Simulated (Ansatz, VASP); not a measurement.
## In in VASP and in Ansatz

```
In
1.0
    -1.65054    1.65054    2.54817
     1.65054   -1.65054    2.54817
     1.65054    1.65054   -2.54817
In
1
Direct
  0.00000 0.00000 0.00000
```

Change from the starting cell: strain +0.015 along x and y, +0.030 along z, atoms carried along.

Alike in both runs: task single point; functional PBE; k mesh 20 × 20 × 20; occupations gaussian, width 0.15 eV; no spin polarisation.

```csv
,VASP,Ansatz
version,VASP 6.6.1,Ansatz 0.2.0
potentials or method,"VASP PAW PBE potentials, release 64 (In_d), cutoff 520 eV","scalar-relativistic, plane waves, PAW"
valence electrons in the cell,13,13
```

|  | VASP | Ansatz | Ansatz less VASP |
| --- | --- | --- | --- |
| gap on the k mesh at the Fermi level (eV) | none | none | - |
| pressure (GPa) | -0.3 | -0.3 | +0.03 |
| traceless stress, the component that is largest in VASP (GPa) | -0.21 | -0.21 | +0.003 |

A gap of «none» marks a metal or a gap that the smearing closes.
